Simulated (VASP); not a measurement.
Set up this calculation in VASP 6.6.1, as the native input.

```yaml
Task: single point
Functional: PBE
Potentials_or_basis: VASP PAW PBE potentials, release 64 (Al)
Cutoff: 520 eV
k_mesh: 15 × 15 × 15
Occupations: fermi-dirac, width 0.05 eV
Spin: no spin polarisation
Dipole_correction: no
Further_INCAR_settings: ALGO = Normal; EDIFF = 1e-06; NBANDS = 8
```

The structure of Al lies in POSCAR:

```
Al
1.0
    2.7208156378      0.0000000000      0.0000000000
    0.0000000000      2.7208156378      0.0000000000
    0.0000000000      0.0000000000      2.7208156378
Al
1
Direct
    0.0000000000      0.0000000000      0.0000000000
```

The input as run:

INCAR

```
SYSTEM = Al
PREC = Accurate ; ENCUT = 520
EDIFF = 1E-6 ; ISMEAR = -1
SIGMA = 0.05 ; LREAL = .FALSE.
LASPH = .TRUE. ; NELM = 60
ALGO = Normal ; ISIF = 2
LWAVE = .FALSE. ; LCHARG = .FALSE.
GGA = PE ; NBANDS = 8
```

KPOINTS

```
regular mesh
0
G
  15 15 15
  0 0 0
```

Potentials or basis: VASP PAW PBE potentials, release 64 (Al).

Run with:

```sh
$ cat potpaw_PBE.64/Al/POTCAR > POTCAR
$ mpirun -np 1 vasp_std > vasp.out
```

Results of the run:

```yaml
Pressure: 0.0 GPa
```

It took 3.9 s on 1 thread of Intel(R) Xeon(R) 6975P-C (Granite Rapids), on a shared host, peak memory 0.12 GiB.
